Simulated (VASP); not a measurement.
# V (P-1) in VASP: notebook

The runs below take V through single point, with PBE.

Everything below comes from runs of VASP 6.6.1. Logs are shortened: lines on timing, memory, paths and dates and some standing lists are left out, and cuts for length are marked.

### 1 The cell of the first run

The typed cell holds 2 atoms: a = 3.031 Å, b = 3.049 Å, c = 3.060 Å, α = 89.43°, β = 90.71°, γ = 89.81°.

### 2 Single point, PBE, collinear spin, ferromagnetic start

The input, INCAR:

```
  ALGO = Normal
  EDIFF = 1E-6
  ENCUT = 500
  GGA = PE
  GGA_COMPAT = F
  ISIF = 2
  ISMEAR = -1
  ISPIN = 2
  LASPH = T
  LCHARG = F
  LMAXMIX = 4
  LORBIT = 11
  LREAL = F
  LWAVE = F
  MAGMOM = 0.5 0.5
  NBANDS = 24
  NELM = 200
  PREC = Accurate
  SIGMA = 0.1
```

The input, KPOINTS:

```
k-points
0
Gamma
  6 6 6
```

The input, POSCAR:

```
V
1.0
    3.0306120000      0.0049630000     -0.0190020000
    0.0049630000      3.0490800000      0.0153370000
   -0.0190020000      0.0153370000      3.0598970000
V
2
Direct
    0.9836450000      0.9811090000      0.0038950000
    0.5096580000      0.5118220000      0.4900830000
```

Potentials or basis: VASP PAW PBE potentials, release 64 (V_sv).

Command:

```sh
$ cat potpaw_PBE.64/V_sv/POTCAR > POTCAR
$ mpirun -np 1 vasp_std > vasp.out
```

OUTCAR:

```text
EDIFF = 1E-6
   ENCUT = 500
   GGA = PE
   ISIF = 2
   ISMEAR = -1
   ISPIN = 2
   LASPH = T
   LORBIT = 11
   LREAL = F
   NELM = 200
   PREC = Accurate

 ion  position               nearest neighbor table
   1  0.984  0.981  0.004-   2 2.52   2 2.57   2 2.59   2 2.64   2 2.65   2 2.67   2 2.72   2 2.77

   2  0.510  0.512  0.490-   1 2.52   1 2.57   1 2.59   1 2.64   1 2.65   1 2.67   1 2.72   1 2.77

  LATTYP: Found a triclinic cell.
 ALAT       =     5.2867368888
 B/A-ratio  =     0.5732601600
 C/A-ratio  =     0.5767494536
 COS(alpha) =     0.0032336756
 COS(beta)  =     0.5727967640
 COS(gamma) =     0.5823435652

  Lattice vectors:

 A1 = (  -3.0545770000,  -3.0387060000,   3.0635620000)
 A2 = (  -3.0306120000,  -0.0049630000,   0.0190020000)
 A3 = (  -0.0049630000,  -3.0490800000,  -0.0153370000)

Analysis of symmetry for initial positions (statically):
=====================================================================
 Subroutine PRICEL returns:
 Original cell was already a primitive cell.

 Routine SETGRP: Setting up the symmetry group for a
 triclinic supercell.

 Subroutine GETGRP returns: Found  2 space group operations
 (whereof  1 operations were pure point group operations)
 out of a pool of  2 trial point group operations.

The static configuration has the point symmetry C_1 .
 The point group associated with its full space group is S_2 .

Analysis of symmetry for dynamics (positions and initial velocities):
=====================================================================
 Subroutine PRICEL returns:
 Original cell was already a primitive cell.

 Routine SETGRP: Setting up the symmetry group for a
 triclinic supercell.

 Subroutine GETGRP returns: Found  2 space group operations
 (whereof  1 operations were pure point group operations)
 out of a pool of  2 trial point group operations.

The dynamic configuration has the point symmetry C_1 .
 The point group associated with its full space group is S_2 .

Analysis of structural, dynamic, and magnetic symmetry:
=====================================================================
 Subroutine PRICEL returns:
 Original cell was already a primitive cell.

 Routine SETGRP: Setting up the symmetry group for a
 triclinic supercell.

 Subroutine GETGRP returns: Found  2 space group operations
 (whereof  1 operations were pure point group operations)
 out of a pool of  2 trial point group operations.

The overall configuration has the point symmetry C_1 .
 The point group associated with its full space group is S_2 .

 Subroutine INISYM returns: Found  2 space group operations
 (whereof  1 operations are pure point group operations),
 and found     1 'primitive' translations

----------------------------------------------------------------------------------------

                                     Primitive cell

  volume of cell :      28.2733

  direct lattice vectors                    reciprocal lattice vectors
     3.030612000  0.004963000 -0.019002000     0.329980119 -0.000547431  0.002051925
     0.004963000  3.049080000  0.015337000    -0.000547431  0.327976958 -0.001647305
    -0.019002000  0.015337000  3.059897000     0.002051925 -0.001647305  0.326829385

  length of vectors
     3.030675635  3.049122612  3.059994436     0.329986953  0.327981551  0.326839978

  position of ions in fractional coordinates (direct lattice)
     0.983645000  0.981109000  0.003895000
     0.509658000  0.511822000  0.490083000

  ion indices of the primitive-cell ions
   primitive index   ion index
                 1           1
                 2           2

----------------------------------------------------------------------------------------

 KPOINTS: k-points

Automatic generation of k-mesh.
 Grid dimensions read from file:
 generate k-points for:    6    6    6

 Generating k-lattice:

  Cartesian coordinates                     Fractional coordinates (reciprocal lattice)
     0.054996686 -0.000091239  0.000341987     0.166666667  0.000000000  0.000000000
    -0.000091239  0.054662826 -0.000274551     0.000000000  0.166666667  0.000000000
     0.000341987 -0.000274551  0.054471564     0.000000000  0.000000000  0.166666667

  Length of vectors
     0.054997825  0.054663592  0.054473330

  Shift w.r.t. Gamma in fractional coordinates (k-lattice)
     0.000000000  0.000000000  0.000000000

 Subroutine IBZKPT returns following result:
 ===========================================

 Found    112 irreducible k-points:

 Following reciprocal coordinates:
            Coordinates               Weight
  0.000000  0.000000  0.000000      1.000000
  0.166667 -0.000000  0.000000      2.000000
  0.333333 -0.000000  0.000000      2.000000
  0.500000 -0.000000  0.000000      1.000000
 -0.000000  0.166667  0.000000      2.000000
  0.166667  0.166667  0.000000      2.000000
[... 16 lines left out ...]
  0.333333 -0.000000  0.166667      2.000000
  0.500000  0.000000  0.166667      2.000000
 [... further k-points ...]
   k-points           NKPTS =    112   k-points in BZ     NKDIM =    112   number of bands    NBANDS=     24
   number of dos      NEDOS =    301   number of ions     NIONS =      2
   total plane-waves  NPLWV =  13824
   dimension x,y,z NGX =    24 NGY =   24 NGZ =   24
   dimension x,y,z NGXF=    48 NGYF=   48 NGZF=   48
   ions per type =               2
   NGX,Y,Z   is equivalent  to a cutoff of  13.17, 13.09, 13.04 a.u.
   NGXF,Y,Z  is equivalent  to a cutoff of  26.33, 26.17, 26.08 a.u.
 SYSTEM =  unknown system
   PREC   = accura    normal or accurate (medium, high low for compatibility)
   ISTART =      0    job   : 0-new  1-cont  2-samecut
   ICHARG =      2    charge: 1-file 2-atom 10-const
   ISPIN  =      2    spin polarized calculation?
   LNONCOLLINEAR =      F non collinear calculations
   LSORBIT =      F    spin-orbit coupling
   LASPH  =      T    aspherical Exc in radial PAW
   ENCUT  =  500.0 eV  36.75 Ry    6.06 a.u.   5.53  5.56  5.58*2*pi/ulx,y,z
   NELM   =    200;   NELMIN=  2; NELMDL= -5     # of ELM steps
   EDIFF  = 0.1E-05   stopping-criterion for ELM
   LREAL  =      F    real-space projection
   EDIFFG = 0.1E-04   stopping-criterion for IOM
   NSW    =      0    number of steps for IOM
   IBRION =     -1    ionic relax: 0-MD 1-quasi-New 2-CG
   NFREE  =      0    steps in history (QN), initial steepest desc. (CG)
   ISIF   =      2    stress and relaxation
   ISYM   =      2    0-nonsym 1-usesym 2-fastsym
   POTIM  = 0.5000    time-step for ionic-motion
   TEBEG  =    0.0;   TEEND  =   0.0 temperature during run
   PSTRESS=    0.0 pullay stress
   NELECT =      26.0000    total number of electrons
   NUPDOWN=      -1.0000    fix difference up-down
   EMIN   =  10.00;   EMAX   =-10.00  energy-range for DOS
   EFERMI =   0.00;   METHOD = LEGACY
   ISMEAR =    -1;   SIGMA  =   0.10  broadening in eV -4-tet -1-fermi 0-gaus
   EFERMI_NEDOS =   21; number of points for ismear=-14 and -15
   IALGO  =     38    algorithm
   IMIX   =      4    mixing-type and parameters
     AMIX     =   0.40;   BMIX     =  1.00
     AMIX_MAG =   1.60;   BMIX_MAG =  1.00
  volume/ion in A,a.u.               =      14.14        95.40
  Fermi-wavevector in a.u.,A,eV,Ry     =   1.591990  3.008425 34.483039  2.534432
  Thomas-Fermi vector in A             =   2.690445
   LORBIT       =     11    0 simple, 1 ext, 2 COOP (PROOUT), +10 PAW based schemes
   GGA     = PE    functional components
   LHFCALC =     F    Hartree Fock is set to
   AEXX    =    0.0000 exact exchange contribution
   IVDW    =     0    specifies the selected vdW correction
   LEPSILON=     F    determine dielectric tensor
   LRPA    =     F    only Hartree local field effects (RPA)
 spin polarized calculation
  energy-cutoff  :      500.00
  volume of cell :       28.27
 maximum number of plane-waves:       739
 NGX is ok and might be reduce to    24
   NGX = 11   NGY = 11   NGZ = 11

 number of electron      26.0000007 magnetization       0.0007120

 Free energy of the ion-electron system (eV)
  ---------------------------------------------------
  ext. energy  EPLUGINS =         0.00000000
  ---------------------------------------------------
  free energy    TOTEN  =       -17.95119465 eV

  energy without entropy =      -17.82242475  energy(sigma->0) =      -17.88680970

 E-fermi :   9.1378     XC(G=0): -12.6382

 val. band max:        9.1358070000   @ k =  -0.1667   0.5000   0.1667
 cond. band min:       9.1507283111   @ k =  -0.1667   0.3333   0.1667
 fundamental gap:      0.0149213111
 Fermi energy:         9.1377659340

 spin component 1

 k-point     1 :       0.0000    0.0000    0.0000
  band No.  band energies     occupation
      1     -54.6535      1.00000
      2     -54.3644      1.00000
      3     -28.5805      1.00000
      4     -28.5599      1.00000
      5     -28.5386      1.00000
      6     -28.0373      1.00000
[... 16 lines left out ...]
     23      25.2600      0.00000
     24      25.4113      0.00000
[... 598 lines left out ...]
      2     -54.4697      1.00000
      3     -28.5972      1.00000
      4     -28.5786      1.00000
      5     -28.3171      1.00000
      6     -28.2501      1.00000
[... 16 lines left out ...]
     23      25.3229      0.00000
     24      25.8778      0.00000

 [... further k-points ...]

 spin component 2

 k-point     1 :       0.0000    0.0000    0.0000
  band No.  band energies     occupation
      1     -54.6532      1.00000
      2     -54.3642      1.00000
      3     -28.5803      1.00000
      4     -28.5596      1.00000
      5     -28.5383      1.00000
      6     -28.0371      1.00000
[... 16 lines left out ...]
     23      25.2602      0.00000
     24      25.4115      0.00000
[... 598 lines left out ...]
      2     -54.4694      1.00000
      3     -28.5969      1.00000
      4     -28.5783      1.00000
      5     -28.3168      1.00000
      6     -28.2498      1.00000
[... 16 lines left out ...]
     23      25.3231      0.00000
     24      25.8781      0.00000

 [... further k-points ...]
[... 5 lines left out ...]
  --------------------------------------------------------------------------------------
  -------------------------------------------------------------------------------------
  Total       -1.1081837     -1.2478759     -1.2022186     -0.0003462     -0.0312925      0.0497914
  in kB      -62.7979440    -70.7139450    -68.1266623     -0.0196173     -1.7732668      2.8215505
  external PRESSURE =     -67.2128505 kB  Pullay stress =       0.0000000 kB

 VOLUME and BASIS-vectors are now :
 -----------------------------------------------------------------------------
  energy-cutoff  :      500.00
  volume of cell :       28.27
      direct lattice vectors                 reciprocal lattice vectors
     3.030612000  0.004963000 -0.019002000     0.329980119 -0.000547431  0.002051925
     0.004963000  3.049080000  0.015337000    -0.000547431  0.327976958 -0.001647305
    -0.019002000  0.015337000  3.059897000     0.002051925 -0.001647305  0.326829385

 POSITION                                       TOTAL-FORCE (eV/Angst)
 -----------------------------------------------------------------------------------
      2.98584      2.99642      0.00827         0.442010      0.537051     -0.250600
      1.53780      1.57063      1.49777        -0.442010     -0.537051      0.250600
 -----------------------------------------------------------------------------------
    total drift:                               -0.000013      0.000008     -0.000034

  FREE ENERGIE OF THE ION-ELECTRON SYSTEM (eV)
  ---------------------------------------------------
  free  energy   TOTEN  =       -17.9511946514 eV

  energy  without entropy=      -17.8224247544  energy(sigma->0) =      -17.88680970

 total charge

# of ion       s       p       d       tot
------------------------------------------
    1        2.329   6.207   3.046  11.582
    2        2.329   6.207   3.046  11.582
--------------------------------------------------
tot          4.658  12.415   6.091  23.164

 magnetization (x)

# of ion       s       p       d       tot
------------------------------------------
    1        0.000   0.000   0.000   0.000
    2        0.000   0.000   0.000   0.000
--------------------------------------------------
tot          0.000   0.000   0.000   0.000
```

Run time: 2.6 min. Hardware: 1 thread of Intel Xeon 8259CL, shared host; peak memory 0.22 GiB.

What came out:

```
Free energy                                           : -17.9512 eV
Pressure                                              : -6.7 GPa
Largest force                                         : 0.739 eV/Å
Band gap on the k mesh                                : zero (filled and empty bands overlap)
Net moment                                            : 0.00 μB per cell
Valence electrons inside the program's atomic spheres : V 11.58
```

Forces on the atoms (eV/Å):
```
V    0.442  0.537 -0.251
V   -0.442 -0.537  0.251
```

Stress tensor (GPa, compression positive):
```
-6.28  0.00  0.28
 0.00 -7.07 -0.18
 0.28 -0.18 -6.81
```

### 3 Single point, PBE, collinear spin, ferromagnetic start

The input, INCAR:

```
SYSTEM = V
PREC = Accurate
ENCUT = 500
EDIFF = 1E-6
ISMEAR = -1
SIGMA = 0.1
LREAL = .FALSE.
LASPH = .TRUE.
NELM = 200
ALGO = Normal
ISIF = 2
LWAVE = .FALSE.
LCHARG = .FALSE.
ISPIN = 2
MAGMOM = 0.5 0.5
LORBIT = 11
LMAXMIX = 4
GGA = PE
NBANDS = 24
GGA_COMPAT = .FALSE.
```

The input, KPOINTS:

```
regular mesh
0
G
  6 6 6
  0 0 0
```

POSCAR is that of step 2.

Potentials or basis: VASP PAW PBE potentials, release 64 (V_sv).

Command:

```sh
$ cat potpaw_PBE.64/V_sv/POTCAR > POTCAR
$ mpirun -np 1 vasp_std > vasp.out
```

It took 2.6 min on 1 thread of Intel Xeon 8259CL, shared host; peak memory 0.22 GiB.

The run converged. Its results:

| Quantity | Value |
| --- | --- |
| Free energy | -17.9512 eV |
| Pressure | -6.7 GPa |
| Largest force | 0.739 eV/Å |
| Band gap on the k mesh | zero (filled and empty bands overlap) |
| Net moment | 0.00 μB per cell |
| Valence electrons inside the program's atomic spheres | V 11.58 |

Forces in eV/Å, atoms in the order of the input:
```
V    0.442  0.537 -0.251
V   -0.442 -0.537  0.251
```

Stress tensor (GPa, compression positive):
```
-6.28  0.00  0.28
 0.00 -7.07 -0.18
 0.28 -0.18 -6.81
```

Levels at points of the mesh, in eV from the Fermi level:
Spin up:
```tsv
k point	band 10	band 11	band 12	band 13	band 14	band 15	band 16	band 17
(0.00, 0.00, 0.00)	-2.81	-2.77	0.33	0.33	0.51	2.19	2.30	3.36
(0.50, 0.00, 0.00)	-2.85	-0.87	-0.31	0.67	0.67	0.88	0.94	1.68
(0.00, 0.50, 0.00)	-2.88	-0.91	-0.26	0.70	0.72	0.88	0.95	1.64
(0.50, 0.50, 0.00)	-3.03	-1.10	-1.09	1.33	1.52	2.31	2.51	2.60
(0.00, 0.00, 0.50)	-2.91	-0.80	-0.51	0.69	0.71	0.96	1.00	1.87
(0.50, 0.00, 0.50)	-3.01	-1.05	-1.03	1.30	1.57	2.29	2.32	2.59
(0.00, 0.50, 0.50)	-3.02	-1.02	-0.97	1.32	1.41	2.19	2.39	2.53
(0.50, 0.50, 0.50)	-1.20	-1.09	-1.05	-0.96	-0.93	2.65	2.65	2.68
```
Spin down:
```csv
k point,band 10,band 11,band 12,band 13,band 14,band 15,band 16,band 17
"(0.00, 0.00, 0.00)",-2.81,-2.77,0.33,0.33,0.51,2.19,2.30,3.36
"(0.50, 0.00, 0.00)",-2.85,-0.87,-0.31,0.67,0.67,0.88,0.94,1.68
"(0.00, 0.50, 0.00)",-2.88,-0.91,-0.26,0.70,0.72,0.88,0.95,1.64
"(0.50, 0.50, 0.00)",-3.03,-1.10,-1.09,1.33,1.52,2.31,2.51,2.60
"(0.00, 0.00, 0.50)",-2.91,-0.80,-0.51,0.69,0.71,0.96,1.00,1.87
"(0.50, 0.00, 0.50)",-3.01,-1.05,-1.03,1.30,1.57,2.29,2.32,2.59
"(0.00, 0.50, 0.50)",-3.02,-1.02,-0.97,1.32,1.41,2.19,2.39,2.53
"(0.50, 0.50, 0.50)",-1.20,-1.09,-1.05,-0.96,-0.93,2.65,2.65,2.68
```
